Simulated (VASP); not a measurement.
# Sb2Mo (fluorite type) (Fm-3m) in VASP: density of states with PBE

Aim: the density of states of Sb2Mo (fluorite type) with PBE.

Program: VASP 6.6.1. These are calculated values, not measurements. Logs are shortened: lines on timing, memory, paths and dates and some standing lists are left out, and cuts for length are marked.

## (1) The cell of the first run

Symmetry: Fm-3m, No. 225, cubic system. The conventional cell has a = 6.601 Å, b = 6.601 Å, c = 6.601 Å, α = 90.00°, β = 90.00°, γ = 90.00°. Mo (site symmetry m-3m) has 8 Sb at 2.86 Å within 3.8 Å. Within 3.8 Å of Sb (site symmetry -43m) lie 4 Mo at 2.86 Å and 6 Sb at 3.30 Å.

## (2) Density of states, PBE

Input file POSCAR:

```
Sb2Mo
1.0
    0.0000000000      3.3002866267      3.3002866267
    3.3002866267      0.0000000000      3.3002866267
    3.3002866267      3.3002866267      0.0000000000
Mo Sb
1 2
Direct
    0.0000000000      0.0000000000      0.0000000000
    0.2500000000      0.2500000000      0.2500000000
    0.7500000000      0.7500000000      0.7500000000
```

Input file INCAR.step1:

```
SYSTEM = Sb2Mo
  PREC = Accurate
  ENCUT = 520
  EDIFF = 1E-7
  ISMEAR = -1
  SIGMA = 0.05
  LREAL = .FALSE.
  LASPH = .TRUE.
  NELM = 100
  ALGO = Normal
  ISIF = 2
  LWAVE = .FALSE.
  LCHARG = .TRUE.
  LMAXMIX = 4
  GGA = PE
  NBANDS = 19
```

Input file KPOINTS.step1:

```
Automatic mesh
0
G
  10 10 10
  0 0 0
```

Input file INCAR.step2:

```
SYSTEM = Sb2Mo
  PREC = Accurate
  ENCUT = 520
  EDIFF = 1E-7
  ISMEAR = -5
  SIGMA = 0.05
  LREAL = .FALSE.
  LASPH = .TRUE.
  NELM = 100
  ALGO = Normal
  ISIF = 2
  LWAVE = .FALSE.
  LCHARG = .FALSE.
  LMAXMIX = 4
  GGA = PE
  LORBIT = 11
  NEDOS = 2001
  ICHARG = 11
```

Input file KPOINTS.step2:

```
Automatic mesh
0
G
  15 15 15
  0 0 0
```

Potentials or basis: VASP PAW PBE potentials, release 64 (Mo_sv, Sb).

Started as:

```
> cat potpaw_PBE.64/Mo_sv/POTCAR potpaw_PBE.64/Sb/POTCAR > POTCAR
> cp INCAR.step1 INCAR
> cp KPOINTS.step1 KPOINTS
> mpirun -np 1 vasp_std > vasp.out
> cp INCAR.step2 INCAR
> cp KPOINTS.step2 KPOINTS
> mpirun -np 1 vasp_std > vasp.out
```

OUTCAR:

```text
SYSTEM = Sb2Mo
   PREC = Accurate
   ENCUT = 520
   EDIFF = 1E-7
   ISMEAR = -5
   LREAL = .FALSE.
   LASPH = .TRUE.
   NELM = 100
   ISIF = 2
   GGA = PE
   LORBIT = 11
   ICHARG = 11

 ion  position               nearest neighbor table
   1  0.000  0.000  0.000-   3 2.86   3 2.86   3 2.86   2 2.86   3 2.86   2 2.86   2 2.86   2 2.86

   2  0.250  0.250  0.250-   1 2.86   1 2.86   1 2.86   1 2.86   3 3.30   3 3.30   3 3.30   3 3.30
                             3 3.30   3 3.30
   3  0.750  0.750  0.750-   1 2.86   1 2.86   1 2.86   1 2.86   2 3.30   2 3.30   2 3.30   2 3.30
                             2 3.30   2 3.30

  LATTYP: Found a face centered cubic cell.
 ALAT       =     6.6005732534

  Lattice vectors:

 A1 = (   0.0000000000,   3.3002866267,   3.3002866267)
 A2 = (   3.3002866267,   0.0000000000,   3.3002866267)
 A3 = (   3.3002866267,   3.3002866267,   0.0000000000)

Analysis of symmetry for initial positions (statically):
=====================================================================
 Subroutine PRICEL returns:
 Original cell was already a primitive cell.

 Routine SETGRP: Setting up the symmetry group for a
 face centered cubic supercell.

 Subroutine GETGRP returns: Found 48 space group operations
 (whereof 48 operations were pure point group operations)
 out of a pool of 48 trial point group operations.

The static configuration has the point symmetry O_h .

Analysis of symmetry for dynamics (positions and initial velocities):
=====================================================================
 Subroutine PRICEL returns:
 Original cell was already a primitive cell.

 Routine SETGRP: Setting up the symmetry group for a
 face centered cubic supercell.

 Subroutine GETGRP returns: Found 48 space group operations
 (whereof 48 operations were pure point group operations)
 out of a pool of 48 trial point group operations.

The dynamic configuration has the point symmetry O_h .

 Subroutine INISYM returns: Found 48 space group operations
 (whereof 48 operations are pure point group operations),
 and found     1 'primitive' translations

----------------------------------------------------------------------------------------

                                     Primitive cell

  volume of cell :      71.8927

  direct lattice vectors                    reciprocal lattice vectors
     0.000000000  3.300286627  3.300286627    -0.151501993  0.151501993  0.151501993
     3.300286627  0.000000000  3.300286627     0.151501993 -0.151501993  0.151501993
     3.300286627  3.300286627  0.000000000     0.151501993  0.151501993 -0.151501993

  length of vectors
     4.667310107  4.667310107  4.667310107     0.262409149  0.262409149  0.262409149

  position of ions in fractional coordinates (direct lattice)
     0.000000000  0.000000000  0.000000000
     0.250000000  0.250000000  0.250000000
     0.750000000  0.750000000  0.750000000

  ion indices of the primitive-cell ions
   primitive index   ion index
                 1           1
                 2           2
                 3           3

----------------------------------------------------------------------------------------

 KPOINTS: Automatic mesh

Automatic generation of k-mesh.
 Grid dimensions read from file:
 generate k-points for:   15   15   15

 Generating k-lattice:

  Cartesian coordinates                     Fractional coordinates (reciprocal lattice)
    -0.010100133  0.010100133  0.010100133     0.066666667  0.000000000  0.000000000
     0.010100133 -0.010100133  0.010100133     0.000000000  0.066666667  0.000000000
     0.010100133  0.010100133 -0.010100133     0.000000000  0.000000000  0.066666667

  Length of vectors
     0.017493943  0.017493943  0.017493943

  Shift w.r.t. Gamma in fractional coordinates (k-lattice)
     0.000000000  0.000000000  0.000000000

 TETIRR: Found    484 inequivalent tetrahedra from    20250

 Subroutine IBZKPT returns following result:
 ===========================================

 Found    120 irreducible k-points:

 Following reciprocal coordinates:
            Coordinates               Weight
  0.000000  0.000000  0.000000      1.000000
  0.066667  0.000000  0.000000      8.000000
  0.133333  0.000000  0.000000      8.000000
  0.200000  0.000000  0.000000      8.000000
  0.266667  0.000000  0.000000      8.000000
  0.333333  0.000000  0.000000      8.000000
[... 16 lines left out ...]
  0.133333  0.133333  0.000000      6.000000
  0.200000  0.133333  0.000000     24.000000
 [... further k-points ...]
   k-points           NKPTS =    120   k-points in BZ     NKDIM =    120   number of bands    NBANDS=     16
   number of dos      NEDOS =   2001   number of ions     NIONS =      3
   total plane-waves  NPLWV =  46656
   dimension x,y,z NGX =    36 NGY =   36 NGZ =   36
   dimension x,y,z NGXF=    72 NGYF=   72 NGZF=   72
   ions per type =               1   2
   NGX,Y,Z   is equivalent  to a cutoff of  12.82, 12.82, 12.82 a.u.
   NGXF,Y,Z  is equivalent  to a cutoff of  25.65, 25.65, 25.65 a.u.
 SYSTEM =  Sb2Mo
   PREC   = accura    normal or accurate (medium, high low for compatibility)
   ISTART =      0    job   : 0-new  1-cont  2-samecut
   ICHARG =     11    charge: 1-file 2-atom 10-const
   ISPIN  =      1    spin polarized calculation?
   LNONCOLLINEAR =      F non collinear calculations
   LSORBIT =      F    spin-orbit coupling
   LASPH  =      T    aspherical Exc in radial PAW
   ENCUT  =  520.0 eV  38.22 Ry    6.18 a.u.   8.68  8.68  8.68*2*pi/ulx,y,z
   NELM   =    100;   NELMIN=  2; NELMDL=  0     # of ELM steps
   EDIFF  = 0.1E-06   stopping-criterion for ELM
   LREAL  =      F    real-space projection
   EDIFFG = 0.1E-05   stopping-criterion for IOM
   NSW    =      0    number of steps for IOM
   IBRION =     -1    ionic relax: 0-MD 1-quasi-New 2-CG
   NFREE  =      0    steps in history (QN), initial steepest desc. (CG)
   ISIF   =      2    stress and relaxation
   ISYM   =      2    0-nonsym 1-usesym 2-fastsym
   POTIM  = 0.5000    time-step for ionic-motion
   TEBEG  =    0.0;   TEEND  =   0.0 temperature during run
   PSTRESS=    0.0 pullay stress
   NELECT =      24.0000    total number of electrons
   NUPDOWN=      -1.0000    fix difference up-down
   EMIN   =  10.00;   EMAX   =-10.00  energy-range for DOS
   EFERMI =   0.00;   METHOD = LEGACY
   ISMEAR =    -5;   SIGMA  =   0.05  broadening in eV -4-tet -1-fermi 0-gaus
   EFERMI_NEDOS =   21; number of points for ismear=-14 and -15
   IALGO  =     38    algorithm
   IMIX   =      4    mixing-type and parameters
     AMIX     =   0.40;   BMIX     =  1.00
     AMIX_MAG =   1.60;   BMIX_MAG =  1.00
  volume/ion in A,a.u.               =      23.96       161.72
  Fermi-wavevector in a.u.,A,eV,Ry     =   1.135665  2.146096 17.547911  1.289735
  Thomas-Fermi vector in A             =   2.272370
   LORBIT       =     11    0 simple, 1 ext, 2 COOP (PROOUT), +10 PAW based schemes
   GGA     = PE    functional components
   LHFCALC =     F    Hartree Fock is set to
   AEXX    =    0.0000 exact exchange contribution
   IVDW    =     0    specifies the selected vdW correction
   LEPSILON=     F    determine dielectric tensor
   LRPA    =     F    only Hartree local field effects (RPA)
 non-spin polarized calculation
 Fermi weights with tetrahedron method with Bloechl corrections
  energy-cutoff  :      520.00
  volume of cell :       71.89
 maximum number of plane-waves:      1956

 number of electron      24.0000000 magnetization

 Free energy of the ion-electron system (eV)
  ---------------------------------------------------
  ext. energy  EPLUGINS =         0.00000000
  ---------------------------------------------------
  free energy    TOTEN  =       -17.93879816 eV

  energy without entropy =      -17.93879816  energy(sigma->0) =      -17.93879816

 E-fermi :   8.6045     XC(G=0): -10.6080

 val. band max:        8.6532499479   @ k =   0.4000   0.0000   0.0000
 cond. band min:       8.5445974519   @ k =   0.4000   0.2000   0.0667
 fundamental gap:     -0.1086524960
 Fermi energy:         8.6045248737

 k-point     1 :       0.0000    0.0000    0.0000
  band No.  band energies     occupation
      1     -51.7536      2.00000
      2     -25.8925      2.00000
      3     -25.8925      2.00000
      4     -25.8925      2.00000
      5      -3.3584      2.00000
      6       2.6771      2.00000
[... 8 lines left out ...]
     15      12.5921      0.00000
     16      12.5928      0.00000

 k-point     2 :       0.0667    0.0000    0.0000
  band No.  band energies     occupation
      1     -51.7536      2.00000
      2     -25.8930      2.00000
      3     -25.8926      2.00000
      4     -25.8926      2.00000
      5      -3.3136      2.00000
      6       2.4223      2.00000
[... 8 lines left out ...]
     15      11.8496      0.00000
     16      12.2653      0.00000

 k-point     3 :       0.1333    0.0000    0.0000
  band No.  band energies     occupation
      1     -51.7536      2.00000
      2     -25.8945      2.00000
      3     -25.8928      2.00000
      4     -25.8928      2.00000
      5      -3.1803      2.00000
      6       1.8981      2.00000
[... 8 lines left out ...]
     15      11.3003      0.00000
     16      12.1217      0.00000

 k-point     4 :       0.2000    0.0000    0.0000
  band No.  band energies     occupation
      1     -51.7535      2.00000
      2     -25.8968      2.00000
      3     -25.8932      2.00000
      4     -25.8932      2.00000
      5      -2.9627      2.00000
      6       1.3198      2.00000
[... 8 lines left out ...]
     15      10.9297      0.00000
     16      12.1901      0.00000

 k-point     5 :       0.2667    0.0000    0.0000
  band No.  band energies     occupation
      1     -51.7534      2.00000
      2     -25.8993      2.00000
      3     -25.8936      2.00000
      4     -25.8936      2.00000
      5      -2.6681      2.00000
      6       0.7477      2.00000
[... 8 lines left out ...]
     15      10.7156      0.00000
     16      12.3466      0.00000

 k-point     6 :       0.3333    0.0000    0.0000
  band No.  band energies     occupation
      1     -51.7533      2.00000
      2     -25.9017      2.00000
      3     -25.8940      2.00000
      4     -25.8940      2.00000
      5      -2.3075      2.00000
      6       0.1961      2.00000
[... 8 lines left out ...]
     15      10.6746      0.00000
     16      12.4956      0.00000
[... 267 lines left out ...]
 k-point    21 :      -0.1333    0.0667    0.0000
  band No.  band energies     occupation
      1     -51.7535      2.00000
      2     -25.8954      2.00000
      3     -25.8933      2.00000
      4     -25.8929      2.00000
      5      -3.0778      2.00000
      6       1.6169      2.00000
[... 8 lines left out ...]
     15      11.2095      0.00000
     16      11.8836      0.00000

 k-point    22 :      -0.0667    0.0667    0.0000
  band No.  band energies     occupation
      1     -51.7536      2.00000
      2     -25.8938      2.00000
      3     -25.8929      2.00000
      4     -25.8927      2.00000
      5      -3.2392      2.00000
      6       2.1095      2.00000
[... 8 lines left out ...]
     15      11.5974      0.00000
     16      11.8222      0.00000

 k-point    23 :       0.1333    0.1333    0.0000
  band No.  band energies     occupation
      1     -51.7536      2.00000
      2     -25.8946      2.00000
      3     -25.8932      2.00000
      4     -25.8932      2.00000
      5      -3.1211      2.00000
      6       1.7817      2.00000
[... 8 lines left out ...]
     15      11.7887      0.00000
     16      11.7887      0.00000

 k-point    24 :       0.2000    0.1333    0.0000
  band No.  band energies     occupation
      1     -51.7535      2.00000
      2     -25.8961      2.00000
      3     -25.8936      2.00000
      4     -25.8936      2.00000
      5      -2.9614      2.00000
      6       1.4176      2.00000
[... 8 lines left out ...]
     15      11.6069      0.00000
     16      11.9334      0.00000

 [... further k-points ...]
[... 5 lines left out ...]
  --------------------------------------------------------------------------------------
  -------------------------------------------------------------------------------------
  Total        0.0923172      0.0923172      0.0923172      0.0000000     -0.0000000      0.0000000
  in kB        2.0573499      2.0573499      2.0573499      0.0000000     -0.0000000      0.0000000
  external PRESSURE =       2.0573499 kB  Pullay stress =       0.0000000 kB

 VOLUME and BASIS-vectors are now :
 -----------------------------------------------------------------------------
  energy-cutoff  :      520.00
  volume of cell :       71.89
      direct lattice vectors                 reciprocal lattice vectors
     0.000000000  3.300286627  3.300286627    -0.151501993  0.151501993  0.151501993
     3.300286627  0.000000000  3.300286627     0.151501993 -0.151501993  0.151501993
     3.300286627  3.300286627  0.000000000     0.151501993  0.151501993 -0.151501993

 POSITION                                       TOTAL-FORCE (eV/Angst)
 -----------------------------------------------------------------------------------
      0.00000      0.00000      0.00000         0.000000     -0.000000     -0.000000
      1.65014      1.65014      1.65014         0.000000      0.000000      0.000000
      4.95043      4.95043      4.95043        -0.000000     -0.000000     -0.000000
 -----------------------------------------------------------------------------------
    total drift:                               -0.000000      0.000000      0.000000

  FREE ENERGIE OF THE ION-ELECTRON SYSTEM (eV)
  ---------------------------------------------------
  free  energy   TOTEN  =       -17.9387981557 eV

  energy  without entropy=      -17.9387981557  energy(sigma->0) =      -17.93879816

 total charge

# of ion       s       p       d       tot
------------------------------------------
    1        2.276   6.097   4.072  12.446
    2        1.157   1.193   0.063   2.412
    3        1.157   1.193   0.063   2.412
--------------------------------------------------
tot          4.590   8.482   4.197  17.270
```

Wall time 88 s (1 thread of AMD EPYC 9R45 (Zen 5), shared host); peak memory 0.27 GiB.

What came out:

```yaml
Valence_electrons_inside_the_program's_atomic_spheres: Mo 12.45; Sb 2.41
```

Caveat: spin-orbit coupling is left out, which moves the levels of the heavy elements; tetrahedron occupations give inexact forces and stress in metals.
